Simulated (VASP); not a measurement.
# Co (P6/mmm) in VASP: a series of runs

Aim: see how the results for Co move with the level of theory and the settings. Levels: PBE, PBE+D3(BJ). Tasks: single point.

Everything below comes from runs of VASP 6.6.1. Logs are shortened: lines on timing, memory, paths and dates and some standing lists are left out, and cuts for length are marked.

### Step 1. The cell of the first run

The structure is hexagonal, space group P6/mmm (No. 191). The conventional cell has a = 2.154 Å, b = 2.154 Å, c = 2.034 Å, α = 90.00°, β = 90.00°, γ = 120.00°. Within 2.7 Å of Co (site symmetry 6/mmm) lie 8 Co at 2.03 to 2.15 Å.

### Step 2. Single point, PBE, collinear spin, ferromagnetic start

The input, INCAR:

```
PREC = Accurate
ENCUT = 520
EDIFF = 1E-6
ISMEAR = -1
SIGMA = 0.1
LREAL = False
LASPH = True
NELM = 150
ALGO = Normal
ISIF = 2
LWAVE = False
LCHARG = False
ISPIN = 2
MAGMOM = 1.7
LORBIT = 11
LMAXMIX = 4
GGA = PE
NBANDS = 14
```

The input, KPOINTS:

```
Automatic mesh
0
Gamma
  18 18 17
```

The input, POSCAR:

```
Co
1.0
    2.1539477775      0.0000000000      0.0000000000
   -1.0769738887      1.8653734937      0.0000000000
    0.0000000000      0.0000000000      2.0344787716
Co
1
Direct
    0.0000000000      0.0000000000      0.0000000000
```

Potentials or basis: VASP PAW PBE potentials, release 64 (Co).

Launch:

```bash
$ cat potpaw_PBE.64/Co/POTCAR > POTCAR
$ mpirun -np 1 vasp_std > vasp.out
```

OUTCAR:

```text
PREC = Accurate
   ENCUT = 520
   EDIFF = 1E-6
   ISMEAR = -1
   LREAL = False
   LASPH = True
   NELM = 150
   ISIF = 2
   ISPIN = 2
   LORBIT = 11
   GGA = PE

 ion  position               nearest neighbor table
   1  0.000  0.000  0.000-

  LATTYP: Found a hexagonal cell.
 ALAT       =     2.1539477775
 C/A-ratio  =     0.9445348642

  Lattice vectors:

 A1 = (   2.1539477775,   0.0000000000,   0.0000000000)
 A2 = (  -1.0769738887,   1.8653734937,   0.0000000000)
 A3 = (   0.0000000000,   0.0000000000,   2.0344787716)

Analysis of symmetry for initial positions (statically):
=====================================================================
 Subroutine PRICEL returns:
 Original cell was already a primitive cell.

 Routine SETGRP: Setting up the symmetry group for a
 hexagonal supercell.

 Subroutine GETGRP returns: Found 24 space group operations
 (whereof 24 operations were pure point group operations)
 out of a pool of 24 trial point group operations.

The static configuration has the point symmetry D_6h.

Analysis of symmetry for dynamics (positions and initial velocities):
=====================================================================
 Subroutine PRICEL returns:
 Original cell was already a primitive cell.

 Routine SETGRP: Setting up the symmetry group for a
 hexagonal supercell.

 Subroutine GETGRP returns: Found 24 space group operations
 (whereof 24 operations were pure point group operations)
 out of a pool of 24 trial point group operations.

The dynamic configuration has the point symmetry D_6h.

Analysis of structural, dynamic, and magnetic symmetry:
=====================================================================
 Subroutine PRICEL returns:
 Original cell was already a primitive cell.

 Routine SETGRP: Setting up the symmetry group for a
 hexagonal supercell.

 Subroutine GETGRP returns: Found 24 space group operations
 (whereof 24 operations were pure point group operations)
 out of a pool of 24 trial point group operations.

The overall configuration has the point symmetry D_6h.

 Subroutine INISYM returns: Found 24 space group operations
 (whereof 24 operations are pure point group operations),
 and found     1 'primitive' translations

----------------------------------------------------------------------------------------

                                     Primitive cell

  volume of cell :       8.1744

  direct lattice vectors                    reciprocal lattice vectors
     2.153947777  0.000000000  0.000000000     0.464263809  0.268042835  0.000000000
    -1.076973889  1.865373494  0.000000000     0.000000000  0.536085670  0.000000000
     0.000000000  0.000000000  2.034478772     0.000000000  0.000000000  0.491526387

[... 124 lines left out ...]
  ext. energy  EPLUGINS =         0.00000000
  ---------------------------------------------------
  free energy    TOTEN  =        -5.41951978 eV

  energy without entropy =       -5.36635681  energy(sigma->0) =       -5.39293830

 E-fermi :  15.1417     XC(G=0): -15.1016

 val. band max:       15.1414361701   @ k =   0.3889   0.0556   0.1176
 cond. band min:      15.1432375396   @ k =   0.3333   0.0000   0.1176
 fundamental gap:      0.0018013695
 Fermi energy:        15.1417052133

 spin component 1

 k-point     1 :       0.0000    0.0000    0.0000
  band No.  band energies     occupation
      1       4.4331      1.00000
      2       9.4719      1.00000
      3      12.4859      1.00000
      4      12.4859      1.00000
      5      16.0444      0.00012
      6      16.0444      0.00012
      7      39.9001      0.00000
      8      40.5371      0.00000
      9      47.0040      0.00000
     10      48.8272      0.00000
     11      48.8273      0.00000
     12      50.5925      0.00000
     13      50.5925      0.00000
     14      52.9816      0.00000
[... 379 lines left out ...]
      3      13.0924      1.00000
      4      14.0622      0.99998
      5      15.4689      0.03653
      6      17.4019      0.00000
      7      25.0876      0.00000
      8      33.4025      0.00000
      9      46.3898      0.00000
     10      48.0164      0.00000
     11      50.9461      0.00000
     12      53.1460      0.00000
     13      55.2893      0.00000
     14      57.8512      0.00000

 [... further k-points ...]

 spin component 2

 k-point     1 :       0.0000    0.0000    0.0000
  band No.  band energies     occupation
      1       4.4328      1.00000
      2       9.4709      1.00000
      3      12.4842      1.00000
      4      12.4842      1.00000
      5      16.0411      0.00012
      6      16.0411      0.00012
      7      39.8993      0.00000
      8      40.5371      0.00000
      9      47.0037      0.00000
     10      48.8263      0.00000
     11      48.8263      0.00000
     12      50.5921      0.00000
     13      50.5921      0.00000
     14      52.9773      0.00000
[... 379 lines left out ...]
      3      13.0916      1.00000
      4      14.0592      0.99998
      5      15.4658      0.03767
      6      17.4004      0.00000
      7      25.0865      0.00000
      8      33.4019      0.00000
      9      46.3898      0.00000
     10      48.0158      0.00000
     11      50.9452      0.00000
     12      53.1418      0.00000
     13      55.2885      0.00000
     14      57.8511      0.00000

 [... further k-points ...]

------------------------ aborting loop because EDIFF is reached ----------------------------------------

  FORCE on cell =-STRESS in cart. coord.  units (eV):
  Direction    XX          YY          ZZ          XY          YZ          ZX
  --------------------------------------------------------------------------------------
  -------------------------------------------------------------------------------------
  Total        6.9227168      6.9227168      6.7617987      0.0000000     -0.0000000     -0.0000000
  in kB     1356.8536682   1356.8536681   1325.3136973      0.0000000     -0.0000000     -0.0000000
  external PRESSURE =    1346.3403445 kB  Pullay stress =       0.0000000 kB

 VOLUME and BASIS-vectors are now :
 -----------------------------------------------------------------------------
  energy-cutoff  :      520.00
  volume of cell :        8.17
      direct lattice vectors                 reciprocal lattice vectors
     2.153947777  0.000000000  0.000000000     0.464263809  0.268042835  0.000000000
    -1.076973889  1.865373494  0.000000000     0.000000000  0.536085670  0.000000000
     0.000000000  0.000000000  2.034478772     0.000000000  0.000000000  0.491526387

 POSITION                                       TOTAL-FORCE (eV/Angst)
 -----------------------------------------------------------------------------------
      0.00000      0.00000      0.00000         0.000000      0.000000      0.000000
 -----------------------------------------------------------------------------------
    total drift:                               -0.000000      0.000000      0.000000

  FREE ENERGIE OF THE ION-ELECTRON SYSTEM (eV)
  ---------------------------------------------------
  free  energy   TOTEN  =        -5.4195197836 eV

  energy  without entropy=       -5.3663568148  energy(sigma->0) =       -5.39293830

 total charge

# of ion       s       p       d       tot
------------------------------------------
    1        0.666   0.781   7.675   9.121

 magnetization (x)

# of ion       s       p       d       tot
------------------------------------------
    1       -0.000  -0.000  -0.002  -0.002
```

Wall time 26 s (1 thread of Intel Xeon 6975P-C (Granite Rapids), shared host); peak memory 0.17 GiB.

What came out:

```yaml
Free_energy: -5.4195 eV
Pressure: 134.6 GPa
Net_moment: 0.00 μB per cell
```

Levels at points of the mesh, in eV from the Fermi level:
Spin up:
```csv
k point,band 2,band 3,band 4,band 5,band 6,band 7
"(0.00, 0.00, 0.00)",-5.67,-2.66,-2.66,0.90,0.90,24.76
"(0.50, 0.00, 0.00)",-4.54,-1.21,-0.61,0.48,1.13,9.25
```
Spin down:
```tsv
k point	band 1	band 2	band 3	band 4	band 5	band 6	band 7	band 8	band 9
(0.00, 0.00, 0.00)	-10.71	-5.67	-2.66	-2.66	0.90	0.90	24.76	25.40	31.86
(0.50, 0.00, 0.00)	-6.67	-4.54	-1.21	-0.61	0.48	1.13	9.25	21.11	29.34
```

Caveat: the starting moments collapsed, and a magnetic state may lie lower.

### Step 3. Single point, PBE, collinear spin, ferromagnetic start

The input, INCAR:

```
SYSTEM = Co
PREC = Accurate
ENCUT = 520
EDIFF = 1E-6
ISMEAR = -1
SIGMA = 0.1
LREAL = .FALSE.
LASPH = .TRUE.
NELM = 150
ALGO = Normal
ISIF = 2
LWAVE = .FALSE.
LCHARG = .FALSE.
ISPIN = 2
MAGMOM = 1.7
LORBIT = 11
LMAXMIX = 4
GGA = PE
NBANDS = 14
```

The input, KPOINTS:

```
regular mesh
0
G
  18 18 17
  0 0 0
```

POSCAR is that of step 2.

Potentials or basis: VASP PAW PBE potentials, release 64 (Co).

Launch:

```bash
$ cat potpaw_PBE.64/Co/POTCAR > POTCAR
$ mpirun -np 1 vasp_std > vasp.out
```

Run time: 26 s. Hardware: 1 thread of Intel Xeon 6975P-C (Granite Rapids), shared host; peak memory 0.17 GiB.

It converged, with:

- Free energy: -5.4195 eV
- Pressure: 134.6 GPa
- Net moment: 0.00 μB per cell

Stress tensor (GPa, compression positive):
```
135.69   0.00   0.00
  0.00 135.69   0.00
  0.00   0.00 132.53
```

Levels at points of the mesh, in eV from the Fermi level:
Spin up:
```
           k point  band 2  band 3  band 4  band 5  band 6  band 7
(0.00, 0.00, 0.00)   -5.67   -2.66   -2.66    0.90    0.90   24.76
(0.50, 0.00, 0.00)   -4.54   -1.21   -0.61    0.48    1.13    9.25
```
Spin down:
```csv
k point,band 1,band 2,band 3,band 4,band 5,band 6,band 7,band 8
"(0.00, 0.00, 0.00)",-10.71,-5.67,-2.66,-2.66,0.90,0.90,24.76,25.40
"(0.50, 0.00, 0.00)",-6.67,-4.54,-1.21,-0.61,0.48,1.13,9.25,21.11
```

Caveat: the starting moments collapsed, and a magnetic state may lie lower.

### Step 4. Single point, PBE, collinear spin, ferromagnetic start

This run uses another cell than the first one, of 9.14 Å³/atom, 1.118 times its volume.

The input, INCAR:

```
  PREC = Accurate
  ENCUT = 520
  EDIFF = 1E-7
  ISMEAR = -1
  SIGMA = 0.1
  LREAL = False
  LASPH = True
  NELM = 150
  ALGO = Normal
  ISIF = 2
  LWAVE = False
  LCHARG = False
  ISPIN = 2
  MAGMOM = 1.7
  LORBIT = 11
  LMAXMIX = 4
  GGA = PE
  NBANDS = 14
```

The input, KPOINTS:

```
regular mesh
0
Gamma
  18 18 17
```

The input, POSCAR:

```
Co
1.0
    2.2344247764      0.0000000000      0.0000000000
   -1.1172123882      1.9350686192      0.0000000000
    0.0000000000      0.0000000000      2.1129864142
Co
1
Direct
    0.0000000000      0.0000000000      0.0000000000
```

Launch:

```bash
$ cat potpaw_PBE.64/Co/POTCAR > POTCAR
$ mpirun -np 1 vasp_std > vasp.out
```

It took 32 s on 1 thread of Intel Xeon 6975P-C (Granite Rapids), shared host; peak memory 0.18 GiB.

The run converged. Its results:

```
Free energy                                           : -6.0386 eV
Pressure                                              : 75.4 GPa
Net moment                                            : 1.07 μB per cell
Site moments                                          : Co +1.06 μB
Valence electrons inside the program's atomic spheres : Co 8.79
```

Stress tensor (GPa, compression positive):
```
75.83  0.00  0.00
 0.00 75.83  0.00
 0.00  0.00 74.53
```

Levels at points of the mesh, in eV from the Fermi level:
Spin up:
```
           k point  band 1  band 2  band 3  band 4  band 5  band 6  band 7  band 8  band 9  band 10
(0.00, 0.00, 0.00)  -10.11   -5.29   -2.78   -2.78   -0.11   -0.11   22.86   24.51   29.31    31.00
(0.50, 0.00, 0.00)   -6.18   -4.38   -1.83   -0.65   -0.46    0.37    7.75   19.50   26.85    29.19
```
Spin down:
| k point | band 2 | band 3 | band 4 | band 5 | band 6 | band 7 |
| --- | --- | --- | --- | --- | --- | --- |
| (0.00, 0.00, 0.00) | -4.66 | -1.87 | -1.87 | 1.46 | 1.46 | 23.19 |
| (0.50, 0.00, 0.00) | -3.74 | -0.56 | -0.39 | 1.10 | 1.43 | 8.38 |

### Step 5. Single point, PBE, collinear spin, ferromagnetic start

The input, INCAR:

```
SYSTEM = Co
ALGO = Normal
EDIFF = 1E-7
ENCUT = 520
GGA = PE
ISIF = 2
ISMEAR = -1
ISPIN = 2
LASPH = .True.
LCHARG = .True.
LELF = .True.
LMAXMIX = 4
LORBIT = 11
LREAL = .False.
LVHAR = .True.
LWAVE = .False.
MAGMOM = 1.7
NBANDS = 14
NELM = 150
PREC = Accurate
SIGMA = 0.1
```

The input, KPOINTS:

```
k-points
0
Gamma
  18 18 17
  0 0 0
```

POSCAR is that of step 4.

Launch:

```bash
$ cat potpaw_PBE.64/Co/POTCAR > POTCAR
$ mpirun -np 1 vasp_std > vasp.out
```

Wall time 33 s (1 thread of Intel Xeon 6975P-C (Granite Rapids), shared host); peak memory 0.18 GiB.

It converged, with:

- Free energy: -6.0386 eV
- Pressure: 75.4 GPa
- Net moment: 1.07 μB per cell
- Site moments: Co +1.06 μB
- Valence electrons inside the program's atomic spheres: Co 8.79

Stress tensor (GPa, compression positive):
```
75.83  0.00  0.00
 0.00 75.83  0.00
 0.00  0.00 74.53
```

Levels at points of the mesh, in eV from the Fermi level:
Spin up:
```
           k point  band 1  band 2  band 3  band 4  band 5  band 6  band 7  band 8  band 9  band 10
(0.00, 0.00, 0.00)  -10.11   -5.29   -2.78   -2.78   -0.11   -0.11   22.86   24.51   29.31    31.00
(0.50, 0.00, 0.00)   -6.18   -4.38   -1.83   -0.65   -0.46    0.37    7.75   19.50   26.85    29.19
```
Spin down:
```tsv
k point	band 2	band 3	band 4	band 5	band 6	band 7
(0.00, 0.00, 0.00)	-4.66	-1.87	-1.87	1.46	1.46	23.19
(0.50, 0.00, 0.00)	-3.74	-0.56	-0.39	1.10	1.43	8.38
```

### Step 6. Single point, PBE+D3(BJ), collinear spin, ferromagnetic start

This run uses another cell than the first one, of 9.14 Å³/atom, 1.118 times its volume.

The input, INCAR:

```
PREC = Accurate ; ENCUT = 520
EDIFF = 1E-6 ; ISMEAR = -1
SIGMA = 0.1 ; LREAL = False
LASPH = True ; NELM = 150
ALGO = Normal ; ISIF = 2
LWAVE = False ; LCHARG = False
ISPIN = 2 ; MAGMOM = 1.7
LORBIT = 11 ; LMAXMIX = 4
GGA = PE ; IVDW = 12
NBANDS = 14
```

The input, KPOINTS:

```
Automatic mesh
0
Gamma
  18 18 17
```

POSCAR is that of step 5.

Potentials or basis: VASP PAW PBE potentials, release 64 (Co).

Launch:

```bash
$ cat potpaw_PBE.64/Co/POTCAR > POTCAR
$ mpirun -np 1 vasp_std > vasp.out
```

Wall time 30 s (1 thread of Intel Xeon 6975P-C (Granite Rapids), shared host); peak memory 0.18 GiB.

It converged, with:

```
Free energy                                           : -6.5351 eV
Pressure                                              : 66.4 GPa
Net moment                                            : 1.07 μB per cell
Site moments                                          : Co +1.06 μB
Valence electrons inside the program's atomic spheres : Co 8.79
Dispersion energy per atom                            : -0.497 eV
```

Stress tensor (GPa, compression positive):
```
66.86  0.00  0.00
 0.00 66.86  0.00
 0.00  0.00 65.57
```

Levels at points of the mesh, in eV from the Fermi level:
Spin up:
```
           k point  band 3  band 4  band 5  band 6  band 7  band 8
(0.00, 0.00, 0.00)   -2.78   -2.78   -0.11   -0.11   22.86   24.51
(0.50, 0.00, 0.00)   -1.83   -0.65   -0.46    0.37    7.75   19.50
```
Spin down:
```csv
k point,band 1,band 2,band 3,band 4,band 5,band 6,band 7,band 8,band 9
"(0.00, 0.00, 0.00)",-9.98,-4.66,-1.87,-1.87,1.46,1.46,23.19,24.46,29.47
"(0.50, 0.00, 0.00)",-5.58,-3.74,-0.56,-0.39,1.10,1.43,8.38,19.75,27.16
```

Caveat: three body term missing; pairwise dispersion overbinds metals, which lowers pressure and volume.
